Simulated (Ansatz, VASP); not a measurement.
## Two plane-wave programs on SrTiTe3

File INCAR:

```
  ALGO = Normal
  EDIFF = 1E-7
  EDIFFG = -0.04
  ENCUT = 600
  GGA = PE
  IBRION = 2
  ISIF = 3
  ISMEAR = 0
  LASPH = T
  LCHARG = F
  LREAL = F
  LWAVE = F
  NELM = 100
  NSW = 90
  PREC = Accurate
  SIGMA = 0.1
```

Contents of KPOINTS:

```
k-points
0
Gamma
  4 4 4
```

File POSCAR:

```
SrTiTe3
1.0
    4.9744576200      0.0000000000      0.0000000000
    0.0000000000      4.9744576200      0.0000000000
    0.0000000000      0.0000000000      5.5905849900
Sr Ti Te
1 1 3
Direct
    0.5000000000      0.5000000000      0.5000000000
    0.0000000000      0.0000000000      0.0000000000
    0.0000000000      0.0000000000      0.5000000000
    0.0000000000      0.5000000000      0.0000000000
    0.5000000000      0.0000000000      0.0000000000
```

Input for Ansatz:

```yaml
crystal:
  lattice:
    - [4.97445762, 0.0, 0.0]
    - [0.0, 4.97445762, 0.0]
    - [0.0, 0.0, 5.59058499]
  atoms:
    - { symbol: Sr, position: [0.5, 0.5, 0.5] }
    - { symbol: Ti, position: [0.0, 0.0, 0.0] }
    - { symbol: Te, position: [0.0, 0.0, 0.5] }
    - { symbol: Te, position: [0.0, 0.5, 0.0] }
    - { symbol: Te, position: [0.5, 0.0, 0.0] }
basis:
  ecutwfc: 420
kpoints:
  mp_grid: { grid: [4, 4, 4] }
hamiltonian:
  xc: pbe
scf:
  occupations: { method: gaussian, width: 0.1 }
  lower_state_search: "off"
output:
  forces: true
  stress: true
  eigenvalues: true
relax:
  adjacent_minimum: "off"
  f_tol: 0.04
  max_steps: 70
  cell: { stress_tol: 0.4 }
```

Change from the starting cell: species swapped into the KCrF3 type (P4/mmm, No. 123).

Alike in both runs: task relaxation of cell and atoms; functional PBE; k mesh 4 × 4 × 4; occupations gaussian, width 0.1 eV; no spin polarisation.

|  | VASP | Ansatz |
| --- | --- | --- |
| version | VASP 6.6.1 | Ansatz 0.2.0 |
| potentials or method | VASP PAW PBE potentials, release 64 (Sr_sv, Ti_sv, Te), cutoff 600 eV | scalar-relativistic, plane waves, PAW |
| valence electrons in the cell | 40 | 70 |

VASP gave:

- gap on the k mesh at the Fermi level, each at its own relaxed structure (eV): none
- relaxed volume (Å³/atom): 32.09
- relaxed cell length with the largest relative difference (Å): 5.436

Task: Estimate Ansatz's values.

Result: gap on the k mesh at the Fermi level, each at its own relaxed structure (eV): none; relaxed volume (Å³/atom): 32.08; relaxed cell length with the largest relative difference (Å): 5.430.

A gap of «none» marks a metal or a gap that the smearing closes. VASP's potentials hold 40 valence electrons a cell and Ansatz's 70, so a difference there can come from the potentials and not from the codes.

Neither program's run includes spin-orbit coupling. Noted on VASP's run: the volume moved by over 15 % at a fixed basis, so the end points are rough.
